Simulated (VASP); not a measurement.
# Si18C17 (a cell with a defect) in VASP: notebook

Runs on Si18C17 (a cell with a defect). Level: PBE. Tasks: single point.

Everything below comes from runs of VASP 6.6.1. Logs are shortened: lines on timing, memory, paths and dates and some standing lists are left out, and cuts for length are marked.

## (1) The cell of the first run

The cell holds a defect, 35 atoms: a = 7.378 Å, b = 7.378 Å, c = 7.378 Å, α = 77.90°, β = 77.90°, γ = 77.90°.

## (2) Single point, PBE (atoms taken out, then relaxed in part)

INCAR reads:

```
SYSTEM = Si18C17
  PREC = Accurate
  ENCUT = 520
  EDIFF = 1E-7
  ISMEAR = 0
  SIGMA = 0.01
  LREAL = Auto
  LASPH = .TRUE.
  NELM = 60
  ALGO = Normal
  ISIF = 2
  LWAVE = .FALSE.
  LCHARG = .TRUE.
  GGA = PE
  LELF = .TRUE.
  LVHAR = .TRUE.
  NBANDS = 93
```

KPOINTS reads:

```
Automatic mesh
0
Gamma
  2 2 2
  0.5 0.5 0.5
```

POSCAR reads:

```
Si18C17
1.0
    0.0000000000      5.3553911397      5.0742922929
   -4.6379047741     -2.6776955698      5.0742922929
    4.6379047741     -2.6776955698      5.0742922929
Si C
18 17
Direct
    0.3893157645      0.7229940681      0.3888100500
    0.7217630691      0.7220742714      0.0551212743
    0.3884398059      0.3890233682      0.7214862579
    0.3883886185      0.0554490889      0.0551198062
    0.7217378352      0.3889371657      0.3881730454
    0.0553323755      0.7221169164      0.7214572401
    0.0549030214      0.3886030278      0.0546424874
    0.7222973626      0.0559969922      0.7221505341
    0.0552599287      0.0554311343      0.3881807648
    0.4465765061      0.7802631241      0.7726818599
    0.7726694548      0.7801164022      0.4463623029
    0.4430987164      0.4450898286      0.1111844078
    0.4464356877      0.1063825180      0.4463604724
    0.7775649773      0.4448812265      0.7773371837
    0.1113948446      0.7768002313      0.1111755776
    0.1114635147      0.4451533279      0.4428391956
    0.7775232255      0.1112272872      0.1110160007
    0.1111983373      0.1112551140      0.7773444383
    0.8452232263      0.8479366103      0.1815858695
    0.5142817056      0.5154289721      0.8450192751
    0.5142381378      0.1789111825      0.1815813534
    0.8452642535      0.5153649003      0.5140565165
    0.1817398142      0.8479724809      0.8449984806
    0.1800009154      0.5137100054      0.1797444550
    0.8475545584      0.1812408498      0.8473778501
    0.1816766081      0.1789648465      0.5140702793
    0.2358374050      0.5695130742      0.5696086392
    0.5699266110      0.5693475989      0.2354465163
    0.2362835655      0.2364065637      0.9024445441
    0.2356640579      0.9036214489      0.2354523340
    0.5698504159      0.2363565281      0.5696465433
    0.9027112197      0.5699795468      0.9024226570
    0.9026875706      0.2363785594      0.2360200144
    0.5698651093      0.9035677123      0.9026329858
    0.9026476725      0.9035327698      0.5696538207
```

Potentials or basis: VASP PAW PBE potentials, release 64 (Si, C).

Launch:

```bash
> cat potpaw_PBE.64/Si/POTCAR potpaw_PBE.64/C/POTCAR > POTCAR
> mpirun -np 1 vasp_std > vasp.out
```

OUTCAR:

```text
SYSTEM = Si18C17
   PREC = Accurate
   ENCUT = 520
   EDIFF = 1E-7
   ISMEAR = 0
   LREAL = Auto
   LASPH = .TRUE.
   NELM = 60
   ISIF = 2
   GGA = PE

 ion  position               nearest neighbor table
   1  0.389  0.723  0.389-  28 1.90  30 1.90  27 1.90  11 3.07  13 3.07  10 3.07   2 3.09   4 3.09
                             5 3.09   9 3.09   6 3.09   3 3.09  12 3.10  15 3.10  16 3.10
   2  0.722  0.722  0.055-  28 1.89  32 1.89  34 1.89  19 1.91   1 3.09   5 3.09   7 3.09   4 3.09
                             8 3.09   6 3.09  14 3.10  12 3.10  17 3.11  15 3.11  10 3.11  11 3.11
   3  0.388  0.389  0.721-  27 1.89  29 1.89  31 1.89  20 1.91   6 3.09   5 3.09   1 3.09   7 3.09
                             8 3.09   4 3.09  18 3.10  16 3.10  14 3.11  12 3.11  13 3.11  10 3.11
   4  0.388  0.055  0.055-  30 1.89  29 1.89  34 1.89  21 1.91   1 3.09   9 3.09   7 3.09   2 3.09
                             8 3.09   3 3.09  18 3.10  15 3.10  17 3.11  12 3.11  10 3.11  13 3.11
   5  0.722  0.389  0.388-  28 1.89  33 1.89  31 1.89  22 1.91   2 3.09   1 3.09   3 3.09   7 3.09
                             8 3.09   9 3.09  17 3.10  12 3.10  14 3.11  16 3.11  13 3.11  11 3.11
   6  0.055  0.722  0.721-  27 1.89  32 1.89  35 1.89  23 1.91   3 3.09   9 3.09   1 3.09   7 3.09
                             8 3.09   2 3.09  14 3.10  16 3.10  18 3.11  15 3.11  11 3.11  10 3.11
   7  0.055  0.389  0.055-  29 1.89  32 1.89  33 1.89  24 1.90   2 3.09   4 3.09   3 3.09   5 3.09
                             6 3.09   9 3.09  18 3.10  14 3.10  17 3.10  12 3.10  15 3.10  16 3.10
   8  0.722  0.056  0.722-  31 1.89  35 1.89  34 1.89  25 1.91  10 3.08  13 3.09  11 3.09   4 3.09
                             3 3.09   2 3.09   6 3.09   5 3.09   9 3.09  17 3.10  14 3.10  18 3.10
   9  0.055  0.055  0.388-  30 1.89  33 1.89  35 1.89  26 1.91   4 3.09   1 3.09   6 3.09   7 3.09
[... 22 lines left out ...]
  22  0.845  0.515  0.514-  14 1.89  11 1.90   5 1.91  16 1.91
  23  0.182  0.848  0.845-  18 1.89  10 1.90   6 1.91  15 1.91
  24  0.180  0.514  0.180-  16 1.89  15 1.89  12 1.89   7 1.90
[... 9 lines left out ...]
  34  0.570  0.904  0.903-   8 1.89   4 1.89   2 1.89  10 1.91
  35  0.903  0.904  0.570-   8 1.89   6 1.89   9 1.89  11 1.91

  LATTYP: Found a trigonal (rhomboedric) cell.
 ALAT       =     7.3775779584
 COS(alpha) =     0.2096016303

  Lattice vectors:

 A1 = (   0.0000000000,   5.3553911397,   5.0742922929)
 A2 = (  -4.6379047741,  -2.6776955698,   5.0742922929)
 A3 = (   4.6379047741,  -2.6776955698,   5.0742922929)

Analysis of symmetry for initial positions (statically):
=====================================================================
 Subroutine PRICEL returns:
 Original cell was already a primitive cell.

 Routine SETGRP: Setting up the symmetry group for a
 trigonal (rhombohedral) supercell.

 Subroutine GETGRP returns: Found  1 space group operations
 (whereof  1 operations were pure point group operations)
 out of a pool of 12 trial point group operations.

The static configuration has the point symmetry C_1 .

Analysis of symmetry for dynamics (positions and initial velocities):
=====================================================================
 Subroutine PRICEL returns:
 Original cell was already a primitive cell.

 Routine SETGRP: Setting up the symmetry group for a
 trigonal (rhombohedral) supercell.

 Subroutine GETGRP returns: Found  1 space group operations
 (whereof  1 operations were pure point group operations)
 out of a pool of 12 trial point group operations.

The dynamic configuration has the point symmetry C_1 .

 Subroutine INISYM returns: Found  1 space group operations
 (whereof  1 operations are pure point group operations),
 and found     1 'primitive' translations

----------------------------------------------------------------------------------------

                                     Primitive cell

  volume of cell :     378.1027

  direct lattice vectors                    reciprocal lattice vectors
     0.000000000  5.355391140  5.074292293     0.000000000  0.124485150  0.065690606
    -4.637904774 -2.677695570  5.074292293    -0.107807302 -0.062242575  0.065690606
     4.637904774 -2.677695570  5.074292293     0.107807302 -0.062242575  0.065690606

  length of vectors
     7.377577958  7.377577958  7.377577958     0.140754425  0.140754425  0.140754425

  position of ions in fractional coordinates (direct lattice)
     0.389315764  0.722994068  0.388810050
     0.721763069  0.722074271  0.055121274
     0.388439806  0.389023368  0.721486258
     0.388388619  0.055449089  0.055119806
     0.721737835  0.388937166  0.388173045
     0.055332376  0.722116916  0.721457240
[... 27 lines left out ...]
     0.569865109  0.903567712  0.902632986
     0.902647673  0.903532770  0.569653821

  ion indices of the primitive-cell ions
   primitive index   ion index
                 1           1
                 2           2
                 3           3
                 4           4
                 5           5
                 6           6
[... 27 lines left out ...]
                34          34
                35          35

----------------------------------------------------------------------------------------

 KPOINTS: Automatic mesh

Automatic generation of k-mesh.
 Grid dimensions read from file:
 generate k-points for:    2    2    2

 Generating k-lattice:

  Cartesian coordinates                     Fractional coordinates (reciprocal lattice)
     0.000000000  0.062242575  0.032845303     0.500000000  0.000000000  0.000000000
    -0.053903651 -0.031121287  0.032845303    -0.000000000  0.500000000  0.000000000
     0.053903651 -0.031121287  0.032845303    -0.000000000  0.000000000  0.500000000

  Length of vectors
     0.070377212  0.070377212  0.070377212

  Shift w.r.t. Gamma in fractional coordinates (k-lattice)
     0.500000000  0.500000000  0.500000000

 Subroutine IBZKPT returns following result:
 ===========================================

 Found      4 irreducible k-points:

 Following reciprocal coordinates:
            Coordinates               Weight
  0.250000  0.250000  0.250000      2.000000
 -0.250000  0.250000  0.250000      2.000000
  0.250000 -0.250000  0.250000      2.000000
  0.250000  0.250000 -0.250000      2.000000
   k-points           NKPTS =      4   k-points in BZ     NKDIM =      4   number of bands    NBANDS=     93
   number of dos      NEDOS =    301   number of ions     NIONS =     35
   total plane-waves  NPLWV = 175616
   dimension x,y,z NGX =    56 NGY =   56 NGZ =   56
   dimension x,y,z NGXF=   112 NGYF=  112 NGZF=  112
   ions per type =              18  17
   NGX,Y,Z   is equivalent  to a cutoff of  12.62, 12.62, 12.62 a.u.
   NGXF,Y,Z  is equivalent  to a cutoff of  25.24, 25.24, 25.24 a.u.
 SYSTEM =  Si18C17
   PREC   = accura    normal or accurate (medium, high low for compatibility)
   ISTART =      0    job   : 0-new  1-cont  2-samecut
   ICHARG =      2    charge: 1-file 2-atom 10-const
   ISPIN  =      1    spin polarized calculation?
   LNONCOLLINEAR =      F non collinear calculations
   LSORBIT =      F    spin-orbit coupling
   LASPH  =      T    aspherical Exc in radial PAW
   ENCUT  =  520.0 eV  38.22 Ry    6.18 a.u.  13.72 13.72 13.72*2*pi/ulx,y,z
   NELM   =     60;   NELMIN=  2; NELMDL= -5     # of ELM steps
   EDIFF  = 0.1E-06   stopping-criterion for ELM
   LREAL  =      T    real-space projection
   EDIFFG = 0.1E-05   stopping-criterion for IOM
   NSW    =      0    number of steps for IOM
   IBRION =     -1    ionic relax: 0-MD 1-quasi-New 2-CG
   NFREE  =      0    steps in history (QN), initial steepest desc. (CG)
   ISIF   =      2    stress and relaxation
   ISYM   =      2    0-nonsym 1-usesym 2-fastsym
   POTIM  = 0.5000    time-step for ionic-motion
   TEBEG  =    0.0;   TEEND  =   0.0 temperature during run
   PSTRESS=    0.0 pullay stress
   NELECT =     140.0000    total number of electrons
   NUPDOWN=      -1.0000    fix difference up-down
   EMIN   =  10.00;   EMAX   =-10.00  energy-range for DOS
   EFERMI =   0.00;   METHOD = LEGACY
   ISMEAR =     0;   SIGMA  =   0.01  broadening in eV -4-tet -1-fermi 0-gaus
   EFERMI_NEDOS =   21; number of points for ismear=-14 and -15
   IALGO  =     38    algorithm
   IMIX   =      4    mixing-type and parameters
     AMIX     =   0.40;   BMIX     =  1.00
     AMIX_MAG =   1.60;   BMIX_MAG =  1.00
  volume/ion in A,a.u.               =      10.80        72.90
  Fermi-wavevector in a.u.,A,eV,Ry     =   1.175568  2.221501 18.802695  1.381959
  Thomas-Fermi vector in A             =   2.311946
   LORBIT       =      0    0 simple, 1 ext, 2 COOP (PROOUT), +10 PAW based schemes
   GGA     = PE    functional components
   LHFCALC =     F    Hartree Fock is set to
   AEXX    =    0.0000 exact exchange contribution
   IVDW    =     0    specifies the selected vdW correction
   LEPSILON=     F    determine dielectric tensor
   LRPA    =     F    only Hartree local field effects (RPA)
 non-spin polarized calculation
 Gauss-broadening in eV      SIGMA  =   0.01
  energy-cutoff  :      520.00
  volume of cell :      378.10
 maximum number of plane-waves:     10189
 NGX is ok and might be reduce to    54
   NGX = 27   NGY = 27   NGZ = 27

 number of electron     140.0000000 magnetization

 Free energy of the ion-electron system (eV)
  ---------------------------------------------------
  ext. energy  EPLUGINS =         0.00000000
  ---------------------------------------------------
  free energy    TOTEN  =      -257.33412681 eV

  energy without entropy =     -257.33412681  energy(sigma->0) =     -257.33412681

 E-fermi :   9.4660     XC(G=0): -11.2112

 val. band max:        9.3708241619   @ k =   0.2500   0.2500   0.2500
 cond. band min:       9.7594191131   @ k =   0.2500   0.2500  -0.2500
 fundamental gap:      0.3885949512
 Fermi energy:         9.4660424136

 k-point     1 :       0.2500    0.2500    0.2500
  band No.  band energies     occupation
      1      -7.1504      2.00000
      2      -5.6699      2.00000
      3      -5.6698      2.00000
      4      -5.5223      2.00000
      5      -5.0080      2.00000
      6      -4.9326      2.00000
[... 329 lines left out ...]
     81      12.9489      0.00000
     82      13.0337      0.00000
 [bands above 82 left out]

------------------------ aborting loop because EDIFF is reached ----------------------------------------

  FORCE on cell =-STRESS in cart. coord.  units (eV):
  Direction    XX          YY          ZZ          XY          YZ          ZX
  --------------------------------------------------------------------------------------
  -------------------------------------------------------------------------------------
  Total       -2.6522669     -2.6488931      1.0351468      0.0076990     -0.0349482      0.0601885
  in kB      -11.2387511    -11.2244549      4.3863446      0.0326238     -0.1480898      0.2550433
  external PRESSURE =      -6.0256205 kB  Pullay stress =       0.0000000 kB

 VOLUME and BASIS-vectors are now :
 -----------------------------------------------------------------------------
  energy-cutoff  :      520.00
  volume of cell :      378.10
      direct lattice vectors                 reciprocal lattice vectors
     0.000000000  5.355391140  5.074292293     0.000000000  0.124485150  0.065690606
    -4.637904774 -2.677695570  5.074292293    -0.107807302 -0.062242575  0.065690606
     4.637904774 -2.677695570  5.074292293     0.107807302 -0.062242575  0.065690606

 POSITION                                       TOTAL-FORCE (eV/Angst)
 -----------------------------------------------------------------------------------
     -1.54991     -0.89213      7.61712         0.001492     -0.001647     -0.004808
     -3.09326      1.78423      7.60615        -0.000140     -0.001250     -0.003779
      1.54193     -0.89336      7.60611        -0.000081      0.000112     -0.002921
     -0.00153      1.78390      2.53186         0.001615     -0.001043     -0.002851
     -0.00354      1.78432      7.60559        -0.000136     -0.002275      0.000700
     -0.00306     -3.56913      7.60589        -0.000283      0.001253     -0.001644
[... 27 lines left out ...]
     -0.00434     -1.78461     12.05685        -0.007059     -0.000725      0.003295
     -1.54850      0.88929     12.05568        -0.006409     -0.004164      0.003293
 -----------------------------------------------------------------------------------
    total drift:                               -0.005985     -0.001953     -0.003179

  FREE ENERGIE OF THE ION-ELECTRON SYSTEM (eV)
  ---------------------------------------------------
  free  energy   TOTEN  =      -257.3341268119 eV

  energy  without entropy=     -257.3341268119  energy(sigma->0) =     -257.33412681
```

It took 3 min on 1 thread of Intel Xeon Platinum 8488C (Sapphire Rapids), shared host; peak memory 0.43 GiB.

What came out:

```yaml
Free_energy: -257.3341 eV
Pressure: -0.6 GPa
Largest_force: 0.013 eV/Å
Band_gap_on_the_k_mesh: 0.39 eV
```

Forces on the atoms (eV/Å):
```
Si   0.001 -0.002 -0.005
Si   0.000 -0.001 -0.004
Si   0.000  0.000 -0.003
Si   0.002 -0.001 -0.003
Si   0.000 -0.002  0.001
Si   0.000  0.001 -0.002
Si   0.004  0.000  0.001
Si  -0.001  0.001  0.013
Si   0.004  0.001 -0.003
Si   0.004  0.000 -0.002
Si   0.000  0.004  0.000
Si   0.001 -0.005  0.004
Si  -0.004 -0.002 -0.002
Si   0.000 -0.001  0.001
Si   0.004  0.002  0.003
Si  -0.002  0.002  0.005
Si   0.003  0.000 -0.002
Si   0.001  0.001 -0.001
C   -0.008  0.006 -0.001
C    0.001  0.007  0.000
C   -0.005  0.007 -0.001
C    0.007 -0.005 -0.002
C    0.000 -0.007  0.002
C   -0.002 -0.003 -0.002
C   -0.003  0.000 -0.005
C    0.001 -0.006 -0.004
C    0.009 -0.008 -0.003
C   -0.003  0.013  0.002
C    0.003  0.000 -0.001
C   -0.010 -0.007  0.000
C    0.006  0.004  0.006
C    0.004  0.002  0.001
C   -0.001  0.005  0.000
C   -0.007 -0.001  0.003
C   -0.006 -0.004  0.003
```

Caveat: the cell differs from its parent crystal (atoms taken out, then relaxed in part); semilocal functionals underestimate gaps, and a narrow one can read as zero.

(Continued in part 2 of 2.)
